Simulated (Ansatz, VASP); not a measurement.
**One calculation of GaN, two programs**

Contents of INCAR:

```
SYSTEM = GaN
ALGO = Normal
EDIFF = 1E-6
ENCUT = 520
GGA = PE
ISIF = 2
ISMEAR = -1
LASPH = .True.
LCHARG = .False.
LREAL = .False.
LWAVE = .False.
NBANDS = 16
NELM = 60
PREC = Accurate
SIGMA = 0.02
```

The input KPOINTS:

```
k-points
0
Gamma
  10 10 10
  0 0 0
```

File POSCAR:

```
GaN
1.0
    0.0000000000      2.1085152362      2.1085152362
    2.1085152362      0.0000000000      2.1085152362
    2.1085152362      2.1085152362      0.0000000000
Ga N
1 1
Direct
    0.0000000000      0.0000000000      0.0000000000
    0.5000000000      0.5000000000      0.5000000000
```

Input for Ansatz:

```yaml
crystal:
  lattice:
    - [0.0, 2.1085152362, 2.1085152362]
    - [2.1085152362, 0.0, 2.1085152362]
    - [2.1085152362, 2.1085152362, 0.0]
  atoms:
    - { symbol: Ga, position: [0.0, 0.0, 0.0] }
    - { symbol: "N", position: [0.5, 0.5, 0.5] }
kpoints:
  mp_grid: { grid: [10, 10, 10] }
  band_path:
    path:
      - [0.0, 0.0, 0.0]
      - [0.5, 0.0, 0.5]
      - [0.625, 0.25, 0.625]
      - [0.375, 0.375, 0.75]
      - [0.5, 0.5, 0.5]
      - [0.5, 0.25, 0.75]
      - [0.0, 0.174479, -0.177083]
      - [0.0, 0.5, 0.5]
    npoints: 1
hamiltonian:
  xc: pbe
scf:
  occupations: { method: fermi_dirac, width: 0.02 }
  n_extra_bands: 4
output:
  forces: true
  stress: true
  eigenvalues: true
```

Alike in both runs: task single point; functional PBE; k mesh 10 × 10 × 10; occupations fermi-dirac, width 0.02 eV; no spin polarisation.

|  | VASP | Ansatz |
| --- | --- | --- |
| version | VASP 6.6.1 | Ansatz 0.2.0 |
| potentials or method | VASP PAW PBE potentials, release 64 (Ga_d, N) | plane waves, PAW |
| plane-wave cutoff (eV) | 520 | 420 |
| valence electrons in the cell | 18 | 18 |

|  | VASP | Ansatz | Ansatz less VASP |
| --- | --- | --- | --- |
| pressure (GPa) | 9.1 | 8.2 | -0.85 |
